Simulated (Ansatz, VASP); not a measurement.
Se in VASP and in Ansatz

```
CELL_PARAMETERS angstrom
0.00000 2.24739 2.24739
2.24739 0.00000 2.24739
2.24739 2.24739 0.00000
ATOMIC_POSITIONS crystal
Se 0.00000 0.00000 0.00000
```

Alike in both runs: task single point; functional RPBE; k mesh 14 × 14 × 14; occupations fermi-dirac, width 0.1 eV; no spin polarisation.

|  | VASP | Ansatz |
| --- | --- | --- |
| version | VASP 6.6.1 | Ansatz 0.2.0 |
| potentials or method | VASP PAW PBE potentials, release 64 (Se), cutoff 520 eV | plane waves (420 eV) with PAW, scalar-relativistic |
| valence electrons in the cell | 6 | 16 |

|  | VASP | Ansatz | Ansatz less VASP |
| --- | --- | --- | --- |
| pressure (GPa) | -3.9 | -3.9 | +0.05 |

VASP's potentials were made for PBE, not for RPBE. VASP's potentials hold 6 valence electrons a cell and Ansatz's 16, so a difference there can come from the potentials and not from the codes.
